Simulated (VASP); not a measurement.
# Si6HO12 (a cell with a defect) in VASP: notebook

Si6HO12 (a cell with a defect) is run at these levels: LDA; tasks: single point.

Everything below comes from runs of VASP 6.6.1. Logs are shortened: lines on timing, memory, paths and dates and some standing lists are left out, and cuts for length are marked.

## (1) The cell of the first run

The cell holds a defect, 19 atoms: a = 7.321 Å, b = 7.321 Å, c = 8.737 Å, α = 126.46°, β = 126.46°, γ = 38.85°.

## (2) Single point, LDA

INCAR reads:

```
PREC = Accurate ; ENCUT = 520
EDIFF = 1E-6 ; ISMEAR = -1
SIGMA = 0.02 ; LREAL = Auto
LASPH = T ; NELM = 60
ALGO = Normal ; ISIF = 2
LWAVE = F ; LCHARG = T
GGA = CA ; LELF = T
LVHAR = T ; NELECT = 96.0
NBANDS = 64
```

KPOINTS reads:

```
Automatic mesh
0
Gamma
  2 2 2
```

POSCAR reads:

```
Si6HO12
1.0
    6.9039970000     -2.4346000000      0.0000000000
    6.9039970000      2.4346000000      0.0000000000
   -5.5056060000      0.0000000000      6.7841890000
Si O H
6 12 1
Direct
    0.0445879412      0.9614446365      0.7429886055
    0.9793349816      0.0016169015      0.2446773819
    0.9207024641      0.4084722265      0.1414578055
    0.5851804800      0.0683498510      0.3415692814
    0.0928482449      0.5778507173      0.8359075903
    0.4297828554      0.9152163801      0.6493488427
    0.2230613488      0.3281662954      0.3111815516
    0.6455316234      0.7623214838      0.1842317026
    0.7889528844      0.6391030152      0.6754033297
    0.3854360702      0.2173157747      0.8128337129
    0.9463149909      0.2646935487      0.9230286630
    0.7473663674      0.0416394505      0.5631862486
    0.0756239875      0.7100457474      0.0603716505
    0.2555083752      0.9650585290      0.4286902657
    0.8163857780      0.2628771279      0.1455914319
    0.7079383307      0.1387229843      0.2948412681
    0.1732091924      0.7127922016      0.8161042398
    0.2961690045      0.8469771001      0.6832604348
    0.6517187793      0.2686619285      1.0231603937
```

Potentials or basis: VASP PAW LDA potentials, release 64 (Si, O, H).

Command:

```
$ cat potpaw_LDA.64/Si/POTCAR potpaw_LDA.64/O/POTCAR potpaw_LDA.64/H/POTCAR > POTCAR
$ mpirun -np 1 vasp_std > vasp.out
```

OUTCAR:

```text
PREC = Accurate
   ENCUT = 520
   EDIFF = 1E-6
   ISMEAR = -1
   LREAL = Auto
   LASPH = T
   NELM = 60
   ISIF = 2
   GGA = CA
   NELECT = 96.0

 ion  position               nearest neighbor table
   1  0.045  0.961  0.743-  18 1.61  12 1.61  17 1.61  11 1.62   3 3.04   4 3.06   5 3.08   6 3.11

   2  0.979  0.002  0.245-  14 1.60  16 1.60  13 1.60  15 1.74   6 3.05   5 3.07   4 3.08
   3  0.921  0.408  0.141-  11 1.59   8 1.59   7 1.60  15 1.75   4 3.00   4 3.02   1 3.04
   4  0.585  0.068  0.342-  12 1.60   8 1.62   7 1.62  16 1.63   3 3.00   3 3.02   1 3.06   2 3.08

   5  0.093  0.578  0.836-  17 1.61   9 1.61  13 1.63  10 1.63   6 3.00   6 3.00   2 3.07   1 3.08

   6  0.430  0.915  0.649-  18 1.60   9 1.62  14 1.63  10 1.65   5 3.00   5 3.00   2 3.05   1 3.11

   7  0.223  0.328  0.311-   3 1.60   4 1.62
   8  0.646  0.762  0.184-   3 1.59   4 1.62
   9  0.789  0.639  0.675-   5 1.61   6 1.62
  10  0.385  0.217  0.813-   5 1.63   6 1.65
  11  0.946  0.265  0.923-   3 1.59   1 1.62
  12  0.747  0.042  0.563-   4 1.60   1 1.61
  13  0.076  0.710  0.060-   2 1.60   5 1.63
  14  0.256  0.965  0.429-   2 1.60   6 1.63
  15  0.816  0.263  0.146-  19 1.02   2 1.74   3 1.75
  16  0.708  0.139  0.295-   2 1.60   4 1.63
  17  0.173  0.713  0.816-   5 1.61   1 1.61
  18  0.296  0.847  0.683-   6 1.60   1 1.61
  19  0.652  0.269  0.023-  15 1.02

  LATTYP: Found a base centered monoclinic cell.
 ALAT       =    13.8079940000
 B/A-ratio  =     0.3526363062
 C/A-ratio  =     0.6327566539
 COS(beta)  =    -0.6301411165

  Lattice vectors:

 A1 = (   6.9039970000,  -2.4346000000,   0.0000000000)
 A2 = (   6.9039970000,   2.4346000000,   0.0000000000)
 A3 = (  -5.5056060000,   0.0000000000,   6.7841890000)

Analysis of symmetry for initial positions (statically):
=====================================================================
 Subroutine PRICEL returns:
 Original cell was already a primitive cell.

 Routine SETGRP: Setting up the symmetry group for a
 base centered monoclinic supercell.

 Subroutine GETGRP returns: Found  1 space group operations
 (whereof  1 operations were pure point group operations)
 out of a pool of  4 trial point group operations.

The static configuration has the point symmetry C_1 .

Analysis of symmetry for dynamics (positions and initial velocities):
=====================================================================
 Subroutine PRICEL returns:
 Original cell was already a primitive cell.
[... 128 lines left out ...]
   NSW    =      0    number of steps for IOM
   IBRION =     -1    ionic relax: 0-MD 1-quasi-New 2-CG
   NFREE  =      0    steps in history (QN), initial steepest desc. (CG)
   ISIF   =      2    stress and relaxation
   ISYM   =      2    0-nonsym 1-usesym 2-fastsym
   POTIM  = 0.5000    time-step for ionic-motion
   TEBEG  =    0.0;   TEEND  =   0.0 temperature during run
   PSTRESS=    0.0 pullay stress
   NELECT =      96.0000    total number of electrons
   NUPDOWN=      -1.0000    fix difference up-down
   EMIN   =  10.00;   EMAX   =-10.00  energy-range for DOS
   EFERMI =   0.00;   METHOD = LEGACY
   ISMEAR =    -1;   SIGMA  =   0.02  broadening in eV -4-tet -1-fermi 0-gaus
   EFERMI_NEDOS =   21; number of points for ismear=-14 and -15
   IALGO  =     38    algorithm
   IMIX   =      4    mixing-type and parameters
     AMIX     =   0.40;   BMIX     =  1.00
     AMIX_MAG =   1.60;   BMIX_MAG =  1.00
  volume/ion in A,a.u.               =      12.00        81.00
  Fermi-wavevector in a.u.,A,eV,Ry     =   1.226911  2.318526 20.481007  1.505312
  Thomas-Fermi vector in A             =   2.361894
   LORBIT       =      0    0 simple, 1 ext, 2 COOP (PROOUT), +10 PAW based schemes
   GGA     = CA    functional components
   LHFCALC =     F    Hartree Fock is set to
   AEXX    =    0.0000 exact exchange contribution
   IVDW    =     0    specifies the selected vdW correction
   LEPSILON=     F    determine dielectric tensor
   LRPA    =     F    only Hartree local field effects (RPA)
 non-spin polarized calculation
  energy-cutoff  :      520.00
  volume of cell :      228.06
 maximum number of plane-waves:      6156
   NGX = 27   NGY = 27   NGZ = 33

 number of electron      96.0000006 magnetization

 Free energy of the ion-electron system (eV)
  ---------------------------------------------------
  ext. energy  EPLUGINS =         0.00000000
  ---------------------------------------------------
  free energy    TOTEN  =      -162.52636378 eV

  energy without entropy =     -162.52636378  energy(sigma->0) =     -162.52636378

 E-fermi :   1.4153     XC(G=0):  -9.7697

 val. band max:        0.9116575799   @ k =   0.5000   0.5000   0.0000
 cond. band min:       6.2693116966   @ k =   0.0000   0.0000   0.0000
 fundamental gap:      5.3576541168
 Fermi energy:         1.4153394851

 k-point     1 :       0.0000    0.0000    0.0000
  band No.  band energies     occupation
      1     -19.1492      2.00000
      2     -17.9152      2.00000
      3     -17.6767      2.00000
      4     -17.0810      2.00000
      5     -16.7574      2.00000
      6     -16.7036      2.00000
[... 493 lines left out ...]
     59      10.8299      0.00000
     60      11.0671      0.00000
 [bands above 60 left out]

------------------------ aborting loop because EDIFF is reached ----------------------------------------

  FORCE on cell =-STRESS in cart. coord.  units (eV):
  Direction    XX          YY          ZZ          XY          YZ          ZX
  --------------------------------------------------------------------------------------
  -------------------------------------------------------------------------------------
  Total      -12.8598444     -9.1355549    -11.2144003      1.5121409      1.5878693     -0.2963750
  in kB      -90.3420934    -64.1784712    -78.7826331     10.6229881     11.1549904     -2.0820735
  external PRESSURE =     -77.7677326 kB  Pullay stress =       0.0000000 kB

 VOLUME and BASIS-vectors are now :
 -----------------------------------------------------------------------------
  energy-cutoff  :      520.00
  volume of cell :      228.06
      direct lattice vectors                 reciprocal lattice vectors
     6.903997000 -2.434600000  0.000000000     0.072421816 -0.205372546  0.058772830
     6.903997000  2.434600000  0.000000000     0.072421816  0.205372546  0.058772830
    -5.505606000  0.000000000  6.784189000     0.000000000  0.000000000  0.147401554

 POSITION                                       TOTAL-FORCE (eV/Angst)
 -----------------------------------------------------------------------------------
      2.85504      2.23218      5.04058         0.006477     -0.017221      0.000704
      5.42539     -2.38035      1.65994         0.038697      0.017713      0.013390
      8.39781     -1.24708      0.95968        -0.037350      0.024600      0.018380
      2.63143     -1.25828      2.31727        -0.005020      0.052179      0.004763
      0.02833      1.18079      5.67096        -0.009441     -0.035306      0.012692
      5.71081      1.18184      4.40531         0.008736     -0.032715     -0.027979
[... 11 lines left out ...]
      4.13051      1.34100      4.63537        -0.004191     -0.001758     -0.007653
      6.22679     -0.93259      0.15712        -0.054442      0.063989     -0.099330
 -----------------------------------------------------------------------------------
    total drift:                               -0.001955     -0.000027      0.002084

  FREE ENERGIE OF THE ION-ELECTRON SYSTEM (eV)
  ---------------------------------------------------
  free  energy   TOTEN  =      -162.5263637772 eV

  energy  without entropy=     -162.5263637772  energy(sigma->0) =     -162.52636378
```

stdout:

```text
POSCAR found type information on POSCAR SiO H
 POSCAR found :  3 types and      19 ions
 scaLAPACK will be used
 LDA part: xc-table for (Slater(with rela. corr.)+CA(PZ))
 , standard interpolation
 POSCAR, INCAR and KPOINTS ok, starting setup
 FFT: planning ... GRIDC
 FFT: planning ... GRID_SOFT
 FFT: planning ... GRID
 WAVECAR not read
 entering main loop
 the old and the new charge density differ
 old charge density:    97.00000 new   96.00000
    0.357E+01
```

Run time: 3.2 min. Hardware: 1 thread of Intel Xeon 6975P-C (Granite Rapids), shared host; peak memory 0.39 GiB.

What came out:

```
Free energy   : -162.5264 eV
Largest force : 0.130 eV/Å
```

Forces on the atoms (eV/Å):
```
Si   0.006 -0.017  0.001
Si   0.039  0.018  0.013
Si  -0.037  0.025  0.018
Si  -0.005  0.052  0.005
Si  -0.009 -0.035  0.013
Si   0.009 -0.033 -0.028
O    0.004  0.004  0.015
O   -0.003  0.036 -0.006
O   -0.002 -0.021 -0.013
O    0.014 -0.036  0.026
O    0.011 -0.007 -0.024
O   -0.010 -0.005  0.014
O   -0.013 -0.011 -0.014
O    0.017 -0.006  0.019
O    0.046 -0.040  0.056
O   -0.017  0.021  0.006
O    0.009 -0.005  0.005
O   -0.004 -0.002 -0.008
H   -0.054  0.064 -0.099
```

Levels at points of the mesh, in eV from the Fermi level:
```tsv
k point	band 44	band 45	band 46	band 47	band 48	band 49	band 50	band 51	band 52	band 53
(0.00, 0.00, 0.00)	-1.27	-1.16	-0.99	-0.81	-0.71	4.85	7.68	7.95	8.12	8.39
(0.50, 0.00, 0.00)	-1.22	-1.16	-0.98	-0.65	-0.54	6.91	7.30	7.94	8.13	8.32
(0.00, 0.50, 0.00)	-1.25	-1.11	-0.75	-0.71	-0.59	6.73	7.48	7.82	8.31	8.36
(0.50, 0.50, 0.00)	-1.25	-1.01	-0.73	-0.63	-0.50	6.59	6.85	7.04	8.08	8.22
(0.00, 0.00, 0.50)	-1.17	-1.10	-0.86	-0.74	-0.53	5.96	6.41	7.70	8.12	8.37
(0.50, 0.00, 0.50)	-1.32	-1.05	-1.02	-0.67	-0.58	6.82	7.62	7.82	7.98	8.12
(0.00, 0.50, 0.50)	-1.32	-1.19	-0.80	-0.65	-0.53	6.95	7.40	7.93	8.26	8.47
(0.50, 0.50, 0.50)	-1.13	-1.10	-0.97	-0.73	-0.67	5.91	6.37	8.02	8.21	8.38
```

Caveat: the k points lie up to 0.71 Å⁻¹ apart; the cell carries a net charge on a neutralising background, which shifts energy and pressure; the cell is charged against a uniform background, so pressure and absolute levels hang on convention.

## (3) Single point, LDA

INCAR reads:

```
SYSTEM = Si6HO12
ALGO = Normal
EDIFF = 1E-7
ENCUT = 520
GGA = CA
ISIF = 2
ISMEAR = -1
LASPH = .True.
LCHARG = .True.
LELF = .True.
LREAL = Auto
LVHAR = .True.
LWAVE = .False.
NBANDS = 64
NELECT = 96.0
NELM = 100
PREC = Accurate
SIGMA = 0.02
```

KPOINTS reads:

```
k-points
0
Gamma
  2 2 2
  0 0 0
```

POSCAR reads:

```
Si6HO12
1.0
    6.9039970000     -2.4346000000      0.0000000000
    6.9039970000      2.4346000000      0.0000000000
   -5.5056060000      0.0000000000      6.7841890000
Si O H
6 12 1
Direct
    0.0208335199      0.9970712010      0.7542133293
    0.9557663374      0.0367404525      0.2557547864
    0.9073502454      0.4205894458      0.1629603147
    0.5704331897      0.0832396442      0.3494915918
    0.0796813160      0.5900602916      0.8572933353
    0.4151108271      0.9301610519      0.6573016933
    0.2112436457      0.3594156880      0.3234287255
    0.6146516812      0.7811176688      0.1860923122
    0.7772602511      0.6702251520      0.6876983057
    0.3549072449      0.2361720290      0.8144608554
    0.9245462368      0.2886141351      0.9385213001
    0.7448046628      0.0334482720      0.5701516553
    0.0544140561      0.7333812078      0.0757771980
    0.2528425689      0.9567735885      0.4356602973
    0.8272080010      0.2853926185      0.1826737880
    0.7040071382      0.1511873272      0.3152532194
    0.1838482197      0.7358379522      0.8533886101
    0.2923223997      0.8600030731      0.7041877027
    1.3485007083     -0.2698291692      0.9757875996
```

Potentials or basis: VASP PAW LDA potentials, release 64 (Si, O, H).

Command:

```
$ cat potpaw_LDA.64/Si/POTCAR potpaw_LDA.64/O/POTCAR potpaw_LDA.64/H/POTCAR > POTCAR
$ mpirun -np 1 vasp_std > vasp.out
```

Wall time 3.2 min (1 thread of Intel Xeon 6975P-C (Granite Rapids), shared host); peak memory 0.39 GiB.

The run converged. Its results:

```yaml
Free_energy: -162.5264 eV
Largest_force: 0.136 eV/Å
```

Forces in eV/Å, atoms in the order of the input:
```
Si  -0.036 -0.022 -0.009
Si  -0.001  0.011 -0.004
Si   0.013  0.034 -0.011
Si  -0.013  0.035  0.016
Si   0.017 -0.032 -0.010
Si   0.013 -0.055 -0.005
O    0.003  0.018  0.015
O   -0.010  0.040 -0.024
O    0.000 -0.001 -0.017
O    0.004 -0.033  0.002
O    0.011  0.013  0.014
O   -0.018  0.007 -0.017
O   -0.012  0.014  0.027
O    0.008  0.004 -0.016
O   -0.011  0.007 -0.006
O    0.002 -0.001  0.010
O   -0.033  0.046 -0.067
O    0.012 -0.020 -0.005
H    0.052 -0.067  0.107
```

Levels at points of the mesh, in eV from the Fermi level:
| k point | band 46 | band 47 | band 48 | band 49 | band 50 | band 51 |
| --- | --- | --- | --- | --- | --- | --- |
| (0.00, 0.00, 0.00) | -0.98 | -0.81 | -0.71 | 4.85 | 7.68 | 7.95 |
| (0.50, 0.00, 0.00) | -0.98 | -0.65 | -0.54 | 6.91 | 7.30 | 7.94 |
| (0.00, 0.50, 0.00) | -0.75 | -0.71 | -0.59 | 6.73 | 7.48 | 7.82 |
| (0.50, 0.50, 0.00) | -0.73 | -0.63 | -0.50 | 6.60 | 6.85 | 7.04 |
| (0.00, 0.00, 0.50) | -0.86 | -0.74 | -0.52 | 5.96 | 6.41 | 7.70 |
| (0.50, 0.00, 0.50) | -1.02 | -0.67 | -0.58 | 6.82 | 7.62 | 7.82 |
| (0.00, 0.50, 0.50) | -0.79 | -0.65 | -0.53 | 6.95 | 7.40 | 7.93 |
| (0.50, 0.50, 0.50) | -0.97 | -0.73 | -0.67 | 5.91 | 6.38 | 8.02 |

Caveat: the k points lie up to 0.71 Å⁻¹ apart; the cell carries a net charge on a neutralising background, which shifts energy and pressure; the cell is charged against a uniform background, so pressure and absolute levels hang on convention.

## (4) Single point, LDA

INCAR reads:

```
ALGO     = Normal         # electronic algorithm
EDIFF    = 1E-6           # SCF threshold, eV
ENCUT    = 520            # plane-wave cutoff, eV
GGA      = CA             # functional
ISIF     = 2              # what is computed and relaxed
ISMEAR   = -1             # smearing method
LASPH    = T              # aspherical terms in the spheres
LCHARG   = F              # write CHGCAR
LREAL    = Auto         
LWAVE    = F              # write WAVECAR
NBANDS   = 64             # bands
NELECT   = 96.0         
NELM     = 60             # most SCF steps
PREC     = Accurate       # precision mode
SIGMA    = 0.02           # smearing width, eV
```

KPOINTS reads:

```
k-points
0
Gamma
  2 2 2
```

POSCAR reads:

```
Si6HO12
1.0
    6.9039970000     -2.4346000000      0.0000000000
    6.9039970000      2.4346000000      0.0000000000
   -5.5056060000      0.0000000000      6.7841890000
Si O H
6 12 1
Direct
    0.0445879705      0.9614445384      0.7429885871
    0.9793349443      0.0016170440      0.2446774404
    0.9207025386      0.4084721928      0.1414578810
    0.5851805686      0.0683498777      0.3415693460
    0.0928482603      0.5778507247      0.8359075786
    0.4297829478      0.9152162839      0.6493488020
    0.2230612209      0.3281663716      0.3111814839
    0.6455315248      0.7623215520      0.1842317483
    0.7889527912      0.6391031239      0.6754033533
    0.3854361823      0.2173157518      0.8128337816
    0.9463150734      0.2646934518      0.9230286774
    0.7473664059      0.0416393871      0.5631862556
    0.0756240524      0.7100457234      0.0603716966
    0.2555083806      0.9650586147      0.4286902974
    0.8163857718      0.2628771872      0.1455914627
    0.7079383791      0.1387229022      0.2948412846
    0.1732091576      0.7127922513      0.8161041799
    0.2961691231      0.8469770587      0.6832604457
    0.6517187335      0.2686619686      1.0231603217
```

Command:

```
$ cat potpaw_LDA.64/Si/POTCAR potpaw_LDA.64/O/POTCAR potpaw_LDA.64/H/POTCAR > POTCAR
$ mpirun -np 1 vasp_std > vasp.out
```

It took 2.8 min on 1 thread of Intel Xeon 6975P-C (Granite Rapids), shared host; peak memory 0.39 GiB.

It converged, with:

```yaml
Free_energy: -162.5264 eV
Largest_force: 0.130 eV/Å
```

Forces in eV/Å, atoms in the order of the input:
```
Si   0.007 -0.017  0.001
Si   0.039  0.018  0.013
Si  -0.037  0.025  0.018
Si  -0.005  0.052  0.005
Si  -0.009 -0.035  0.013
Si   0.009 -0.033 -0.028
O    0.004  0.004  0.015
O   -0.003  0.036 -0.006
O   -0.002 -0.021 -0.013
O    0.014 -0.036  0.026
O    0.011 -0.007 -0.024
O   -0.010 -0.005  0.014
O   -0.013 -0.011 -0.014
O    0.017 -0.006  0.019
O    0.046 -0.040  0.056
O   -0.017  0.021  0.006
O    0.009 -0.005  0.005
O   -0.004 -0.002 -0.008
H   -0.054  0.064 -0.099
```

Levels at points of the mesh, in eV from the Fermi level:
```tsv
k point	band 45	band 46	band 47	band 48	band 49	band 50	band 51	band 52
(0.00, 0.00, 0.00)	-1.16	-0.99	-0.81	-0.71	4.85	7.68	7.95	8.12
(0.50, 0.00, 0.00)	-1.16	-0.98	-0.65	-0.54	6.91	7.30	7.94	8.13
(0.00, 0.50, 0.00)	-1.11	-0.75	-0.71	-0.59	6.73	7.48	7.82	8.31
(0.50, 0.50, 0.00)	-1.01	-0.73	-0.63	-0.50	6.59	6.85	7.04	8.08
(0.00, 0.00, 0.50)	-1.10	-0.86	-0.74	-0.53	5.96	6.41	7.70	8.12
(0.50, 0.00, 0.50)	-1.05	-1.02	-0.67	-0.58	6.82	7.62	7.82	7.98
(0.00, 0.50, 0.50)	-1.19	-0.80	-0.65	-0.53	6.95	7.40	7.93	8.26
(0.50, 0.50, 0.50)	-1.10	-0.97	-0.73	-0.67	5.91	6.37	8.02	8.21
```

Caveat: the k points lie up to 0.71 Å⁻¹ apart; the cell carries a net charge on a neutralising background, which shifts energy and pressure; the cell is charged against a uniform background, so pressure and absolute levels hang on convention.
